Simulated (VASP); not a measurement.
# Mg2Sn (Fm-3m) in VASP: further runs

Runs on Mg2Sn. Level: r2SCAN. Tasks: single point, relaxation of cell and atoms.

Everything below comes from runs of VASP 6.6.1. Logs are shortened: lines on timing, memory, paths and dates and some standing lists are left out, and cuts for length are marked.

**1. The cell of the first run**

It takes space group Fm-3m (No. 225, cubic). The conventional cell has a = 6.762 Å, b = 6.762 Å, c = 6.762 Å, α = 90.00°, β = 90.00°, γ = 90.00°. Sn (site symmetry m-3m) has 8 Mg at 2.93 Å within 3.9 Å. Within 3.9 Å of Mg (site symmetry -43m) lie 4 Sn at 2.93 Å and 6 Mg at 3.38 Å.

**2. Single point, r2SCAN**

File POSCAR:

```
Mg2Sn
1.0
    0.0000000000      3.3812260351      3.3812260351
    3.3812260351      0.0000000000      3.3812260351
    3.3812260351      3.3812260351      0.0000000000
Sn Mg
1 2
Direct
    0.0000000000      0.0000000000      0.0000000000
    0.2500000000      0.2500000000      0.2500000000
    0.7500000000      0.7500000000      0.7500000000
```

File INCAR.step1:

```
ALGO = Normal
EDIFF = 1E-5
ENCUT = 660
GGA = PE
GGA_COMPAT = False
ISMEAR = -1
LASPH = True
LCHARG = False
LREAL = False
LWAVE = True
NBANDS = 16
NELM = 120
PREC = Accurate
SIGMA = 0.1
```

File INCAR.step2:

```
ALGO = Normal
EDIFF = 1E-6
ENCUT = 660
GGA_COMPAT = False
ISIF = 2
ISMEAR = -1
ISTART = 1
LASPH = True
LCHARG = False
LMIXTAU = True
LREAL = False
LWAVE = False
METAGGA = R2SCAN
NBANDS = 16
NELM = 120
PREC = Accurate
SIGMA = 0.1
```

File KPOINTS:

```
k-points
0
Gamma
  9 9 9
```

Potentials or basis: VASP PAW PBE potentials, release 64 (Sn_d, Mg).

The run is started by

```console
$ cat potpaw_PBE.64/Sn_d/POTCAR potpaw_PBE.64/Mg/POTCAR > POTCAR
$ cp INCAR.step1 INCAR
$ mpirun -np 1 vasp_std > vasp.out
$ cp INCAR.step2 INCAR
$ mpirun -np 1 vasp_std > vasp.out
```

OUTCAR:

```text
EDIFF = 1E-6
   ENCUT = 660
   ISIF = 2
   ISMEAR = -1
   ISTART = 1
   LASPH = True
   LREAL = False
   METAGGA = R2SCAN
   NELM = 120
   PREC = Accurate

 ion  position               nearest neighbor table
   1  0.000  0.000  0.000-   3 2.93   3 2.93   3 2.93   2 2.93   3 2.93   2 2.93   2 2.93   2 2.93

   2  0.250  0.250  0.250-   1 2.93   1 2.93   1 2.93   1 2.93   3 3.38   3 3.38   3 3.38   3 3.38
                             3 3.38   3 3.38
   3  0.750  0.750  0.750-   1 2.93   1 2.93   1 2.93   1 2.93   2 3.38   2 3.38   2 3.38   2 3.38
                             2 3.38   2 3.38

  LATTYP: Found a face centered cubic cell.
 ALAT       =     6.7624520702

  Lattice vectors:

 A1 = (   0.0000000000,   3.3812260351,   3.3812260351)
 A2 = (   3.3812260351,   0.0000000000,   3.3812260351)
 A3 = (   3.3812260351,   3.3812260351,   0.0000000000)

Analysis of symmetry for initial positions (statically):
=====================================================================
 Subroutine PRICEL returns:
 Original cell was already a primitive cell.

 Routine SETGRP: Setting up the symmetry group for a
 face centered cubic supercell.

 Subroutine GETGRP returns: Found 48 space group operations
 (whereof 48 operations were pure point group operations)
 out of a pool of 48 trial point group operations.

The static configuration has the point symmetry O_h .

Analysis of symmetry for dynamics (positions and initial velocities):
=====================================================================
 Subroutine PRICEL returns:
 Original cell was already a primitive cell.

 Routine SETGRP: Setting up the symmetry group for a
 face centered cubic supercell.

 Subroutine GETGRP returns: Found 48 space group operations
 (whereof 48 operations were pure point group operations)
 out of a pool of 48 trial point group operations.

The dynamic configuration has the point symmetry O_h .

 Subroutine INISYM returns: Found 48 space group operations
 (whereof 48 operations are pure point group operations),
 and found     1 'primitive' translations

----------------------------------------------------------------------------------------

                                     Primitive cell

  volume of cell :      77.3130

  direct lattice vectors                    reciprocal lattice vectors
     0.000000000  3.381226035  3.381226035    -0.147875355  0.147875355  0.147875355
     3.381226035  0.000000000  3.381226035     0.147875355 -0.147875355  0.147875355
     3.381226035  3.381226035  0.000000000     0.147875355  0.147875355 -0.147875355

  length of vectors
     4.781775716  4.781775716  4.781775716     0.256127628  0.256127628  0.256127628

  position of ions in fractional coordinates (direct lattice)
     0.000000000  0.000000000  0.000000000
     0.250000000  0.250000000  0.250000000
     0.750000000  0.750000000  0.750000000

  ion indices of the primitive-cell ions
   primitive index   ion index
                 1           1
                 2           2
                 3           3

----------------------------------------------------------------------------------------

 KPOINTS: k-points

Automatic generation of k-mesh.
 Grid dimensions read from file:
 generate k-points for:    9    9    9

 Generating k-lattice:

  Cartesian coordinates                     Fractional coordinates (reciprocal lattice)
    -0.016430595  0.016430595  0.016430595     0.111111111  0.000000000  0.000000000
     0.016430595 -0.016430595  0.016430595     0.000000000  0.111111111  0.000000000
     0.016430595  0.016430595 -0.016430595     0.000000000  0.000000000  0.111111111

  Length of vectors
     0.028458625  0.028458625  0.028458625

  Shift w.r.t. Gamma in fractional coordinates (k-lattice)
     0.000000000  0.000000000  0.000000000

 Subroutine IBZKPT returns following result:
 ===========================================

 Found     35 irreducible k-points:

 Following reciprocal coordinates:
            Coordinates               Weight
  0.000000  0.000000  0.000000      1.000000
  0.111111  0.000000  0.000000      8.000000
  0.222222  0.000000  0.000000      8.000000
  0.333333  0.000000  0.000000      8.000000
  0.444444  0.000000  0.000000      8.000000
  0.111111  0.111111  0.000000      6.000000
[... 16 lines left out ...]
 -0.333333  0.333333  0.000000     12.000000
  0.444444  0.444444  0.000000      6.000000
 [... further k-points ...]
   k-points           NKPTS =     35   k-points in BZ     NKDIM =     35   number of bands    NBANDS=     16
   number of dos      NEDOS =    301   number of ions     NIONS =      3
   total plane-waves  NPLWV =  64000
   dimension x,y,z NGX =    40 NGY =   40 NGZ =   40
   dimension x,y,z NGXF=    80 NGYF=   80 NGZF=   80
   ions per type =               1   2
   NGX,Y,Z   is equivalent  to a cutoff of  13.91, 13.91, 13.91 a.u.
   NGXF,Y,Z  is equivalent  to a cutoff of  27.81, 27.81, 27.81 a.u.
 SYSTEM =  unknown system
   PREC   = accura    normal or accurate (medium, high low for compatibility)
   ISTART =      1    job   : 0-new  1-cont  2-samecut
   ICHARG =      0    charge: 1-file 2-atom 10-const
   ISPIN  =      1    spin polarized calculation?
   LNONCOLLINEAR =      F non collinear calculations
   LSORBIT =      F    spin-orbit coupling
   LASPH  =      T    aspherical Exc in radial PAW
   ENCUT  =  660.0 eV  48.51 Ry    6.96 a.u.  10.02 10.02 10.02*2*pi/ulx,y,z
   NELM   =    120;   NELMIN=  2; NELMDL=  0     # of ELM steps
   EDIFF  = 0.1E-05   stopping-criterion for ELM
   LREAL  =      F    real-space projection
   EDIFFG = 0.1E-04   stopping-criterion for IOM
   NSW    =      0    number of steps for IOM
   IBRION =     -1    ionic relax: 0-MD 1-quasi-New 2-CG
   NFREE  =      0    steps in history (QN), initial steepest desc. (CG)
   ISIF   =      2    stress and relaxation
   ISYM   =      2    0-nonsym 1-usesym 2-fastsym
   POTIM  = 0.5000    time-step for ionic-motion
   TEBEG  =    0.0;   TEEND  =   0.0 temperature during run
   PSTRESS=    0.0 pullay stress
   NELECT =      18.0000    total number of electrons
   NUPDOWN=      -1.0000    fix difference up-down
   EMIN   =  10.00;   EMAX   =-10.00  energy-range for DOS
   EFERMI =   0.00;   METHOD = LEGACY
   ISMEAR =    -1;   SIGMA  =   0.10  broadening in eV -4-tet -1-fermi 0-gaus
   EFERMI_NEDOS =   21; number of points for ismear=-14 and -15
   IALGO  =     38    algorithm
   IMIX   =      4    mixing-type and parameters
     AMIX     =   0.40;   BMIX     =  1.00
     AMIX_MAG =   1.60;   BMIX_MAG =  1.00
  volume/ion in A,a.u.               =      25.77       173.91
  Fermi-wavevector in a.u.,A,eV,Ry     =   1.007121  1.903182 13.800278  1.014292
  Thomas-Fermi vector in A             =   2.139906
   LORBIT       =      0    0 simple, 1 ext, 2 COOP (PROOUT), +10 PAW based schemes
   METAGGA = R2SCAN    functional components
   LHFCALC =     F    Hartree Fock is set to
   AEXX    =    0.0000 exact exchange contribution
   IVDW    =     0    specifies the selected vdW correction
   LEPSILON=     F    determine dielectric tensor
   LRPA    =     F    only Hartree local field effects (RPA)
 non-spin polarized calculation
  energy-cutoff  :      660.00
  volume of cell :       77.31
 maximum number of plane-waves:      2995
   NGX = 21   NGY = 21   NGZ = 21

 number of electron      18.0000002 magnetization

 Free energy of the ion-electron system (eV)
  ---------------------------------------------------
  ext. energy  EPLUGINS =         0.00000000
  ---------------------------------------------------
  free energy    TOTEN  =       -33.83165053 eV

  energy without entropy =      -33.82613322  energy(sigma->0) =      -33.82889187

 E-fermi :   4.2927     XC(G=0):  -9.2946

 val. band max:        4.1809245000   @ k =   0.0000   0.0000   0.0000
 cond. band min:       4.3953562085   @ k =   0.4444   0.4444   0.0000
 fundamental gap:      0.2144317085
 Fermi energy:         4.2926626091

 k-point     1 :       0.0000    0.0000    0.0000
  band No.  band energies     occupation
      1     -17.2814      2.00000
      2     -17.2814      2.00000
      3     -17.2814      2.00000
      4     -17.2342      2.00000
      5     -17.2342      2.00000
      6      -5.3053      2.00000
[... 8 lines left out ...]
     15       9.9480      0.00000
     16       9.9480      0.00000

 k-point     2 :       0.1111    0.0000    0.0000
  band No.  band energies     occupation
      1     -17.2813      2.00000
      2     -17.2809      2.00000
      3     -17.2809      2.00000
      4     -17.2342      2.00000
      5     -17.2342      2.00000
      6      -5.1995      2.00000
[... 8 lines left out ...]
     15       9.2292      0.00000
     16       9.6712      0.00000

 k-point     3 :       0.2222    0.0000    0.0000
  band No.  band energies     occupation
      1     -17.2809      2.00000
      2     -17.2797      2.00000
      3     -17.2797      2.00000
      4     -17.2340      2.00000
      5     -17.2340      2.00000
      6      -4.8951      2.00000
[... 8 lines left out ...]
     15       8.9860      0.00000
     16       9.5836      0.00000

 k-point     4 :       0.3333    0.0000    0.0000
  band No.  band energies     occupation
      1     -17.2806      2.00000
      2     -17.2784      2.00000
      3     -17.2784      2.00000
      4     -17.2337      2.00000
      5     -17.2337      2.00000
      6      -4.4485      2.00000
[... 8 lines left out ...]
     15       9.8374      0.00000
     16      10.4972      0.00000
[... 324 lines left out ...]
 k-point    22 :      -0.4444    0.3333    0.0000
  band No.  band energies     occupation
      1     -17.2825      2.00000
      2     -17.2752      2.00000
      3     -17.2744      2.00000
      4     -17.2357      2.00000
      5     -17.2315      2.00000
      6      -3.5201      2.00000
[... 8 lines left out ...]
     15      11.4462      0.00000
     16      13.3362      0.00000

 k-point    23 :      -0.3333    0.3333    0.0000
  band No.  band energies     occupation
      1     -17.2805      2.00000
      2     -17.2768      2.00000
      3     -17.2752      2.00000
      4     -17.2347      2.00000
      5     -17.2324      2.00000
      6      -3.5743      2.00000
[... 8 lines left out ...]
     15       9.6755      0.00000
     16      13.1822      0.00000

 k-point    24 :       0.4444    0.4444    0.0000
  band No.  band energies     occupation
      1     -17.2849      2.00000
      2     -17.2735      2.00000
      3     -17.2735      2.00000
      4     -17.2367      2.00000
      5     -17.2306      2.00000
      6      -3.5418      2.00000
[... 8 lines left out ...]
     15      13.1034      0.00000
     16      13.4514      0.00000

 [... further k-points ...]

------------------------ aborting loop because EDIFF is reached ----------------------------------------

  FORCE on cell =-STRESS in cart. coord.  units (eV):
  Direction    XX          YY          ZZ          XY          YZ          ZX
  --------------------------------------------------------------------------------------
  -------------------------------------------------------------------------------------
  Total       -0.0885513     -0.0885513     -0.0885513      0.0000000      0.0000000     -0.0000000
  in kB       -1.8350710     -1.8350710     -1.8350710      0.0000000      0.0000000     -0.0000000
  external PRESSURE =      -1.8350710 kB  Pullay stress =       0.0000000 kB

 VOLUME and BASIS-vectors are now :
 -----------------------------------------------------------------------------
  energy-cutoff  :      660.00
  volume of cell :       77.31
      direct lattice vectors                 reciprocal lattice vectors
     0.000000000  3.381226035  3.381226035    -0.147875355  0.147875355  0.147875355
     3.381226035  0.000000000  3.381226035     0.147875355 -0.147875355  0.147875355
     3.381226035  3.381226035  0.000000000     0.147875355  0.147875355 -0.147875355

 POSITION                                       TOTAL-FORCE (eV/Angst)
 -----------------------------------------------------------------------------------
      0.00000      0.00000      0.00000        -0.000000     -0.000000     -0.000000
      1.69061      1.69061      1.69061         0.000000      0.000000      0.000000
      5.07184      5.07184      5.07184        -0.000000     -0.000000     -0.000000
 -----------------------------------------------------------------------------------
    total drift:                               -0.000000      0.000000     -0.000000

  FREE ENERGIE OF THE ION-ELECTRON SYSTEM (eV)
  ---------------------------------------------------
  free  energy   TOTEN  =       -33.8316505253 eV

  energy  without entropy=      -33.8261332175  energy(sigma->0) =      -33.82889187
```

Wall time 81 s (1 thread of Intel Xeon 6975P-C (Granite Rapids), shared host); peak memory 0.29 GiB.

What came out:

```
Free energy : -33.8317 eV
Pressure    : -0.2 GPa
```

Levels at points of the mesh, in eV from the Fermi level:
```tsv
k point	band 5	band 6	band 7	band 8	band 9	band 10	band 11	band 12	band 13	band 14
(0.00, 0.00, 0.00)	-21.53	-9.60	-0.11	-0.11	-0.11	1.89	2.29	2.29	2.29	4.79
```

Caveat: the PAW data sets were made with another functional, which shifts forces and pressure a little; spin-orbit coupling is left out, which moves the levels of the heavy elements.

**3. Relaxation of cell and atoms, r2SCAN**

This run uses another cell than the first one, of 26.50 Å³/atom.

File POSCAR:

```
Mg2Sn
1.0
    0.0000000000      3.4128490000      3.4128490000
    3.4128490000      0.0000000000      3.4128490000
    3.4128490000      3.4128490000      0.0000000000
Sn Mg
1 2
Direct
    0.0000000000      0.0000000000      0.0000000000
    0.2500000000      0.2500000000      0.2500000000
    0.7500000000      0.7500000000      0.7500000000
```

File INCAR.step1:

```
PREC = Accurate ; ENCUT = 660
ISMEAR = -1 ; SIGMA = 0.1
LREAL = F ; LASPH = T
NELM = 120 ; GGA = PE
ALGO = Normal ; EDIFF = 1E-5
LWAVE = T ; LCHARG = F
GGA_COMPAT = F ; IBRION = 2
ISIF = 3 ; EDIFFG = -0.005
NELMIN = 4 ; NSW = 100
```

File INCAR.step2:

```
PREC = Accurate ; ENCUT = 660
EDIFF = 1E-7 ; ISMEAR = -1
SIGMA = 0.1 ; LREAL = F
LASPH = T ; NELM = 120
ALGO = Normal ; ISIF = 3
LWAVE = F ; LCHARG = F
METAGGA = R2SCAN ; LMIXTAU = T
IBRION = 2 ; NSW = 60
EDIFFG = -0.03 ; ISTART = 1
GGA_COMPAT = F ; NELMIN = 4
```

File KPOINTS:

```
regular mesh
0
Gamma
  9 9 9
```

Potentials or basis: VASP PAW PBE potentials, release 64 (Sn_d, Mg).

The run is started by

```console
$ cat potpaw_PBE.64/Sn_d/POTCAR potpaw_PBE.64/Mg/POTCAR > POTCAR
$ cp INCAR.step1 INCAR
$ mpirun -np 1 vasp_std > vasp.out
$ cp INCAR.step2 INCAR
$ mpirun -np 1 vasp_std > vasp.out
```

It took 2.7 min on 1 thread of Intel Xeon 6975P-C (Granite Rapids), shared host; peak memory 0.3 GiB.

The run converged. Its results:

| Quantity | Value |
| --- | --- |
| Free energy | -33.8319 eV |
| Relaxed volume | 25.63 Å³/atom |
| Relaxed cell | a = 4.773 Å, b = 4.773 Å, c = 4.773 Å, α = 60.00°, β = 60.00°, γ = 60.00° |
| Space group after relaxing (to 0.1 Å) | Fm-3m (No. 225) |
| Energy gained by relaxing | 3.8 meV/atom |
| Ionic steps | 2 |
| Pressure after relaxing | 0.1 GPa |

Step by step:
```csv
step,energy change (eV),largest force (eV/Å),pressure (GPa),volume (Å³)
1,0.0000,0.0000,-1.39,79.50
2,-0.0115,0.0000,0.06,76.88
```

Final structure:
```
Sn Mg
1.0
     0.00000    3.37486    3.37486
     3.37486    0.00000    3.37486
     3.37486    3.37486    0.00000
Sn Mg
1 2
Direct
  0.00000 0.00000 0.00000
  0.25000 0.25000 0.25000
  0.75000 0.75000 0.75000
```

Levels at points of the mesh, in eV from the Fermi level:
```tsv
k point	band 6	band 7	band 8	band 9	band 10	band 11	band 12	band 13
(0.00, 0.00, 0.00)	-9.63	-0.11	-0.11	-0.11	1.92	2.29	2.29	2.29
```

Caveat: the PAW data sets were made with another functional, which shifts forces and pressure a little; spin-orbit coupling is left out, which moves the levels of the heavy elements.
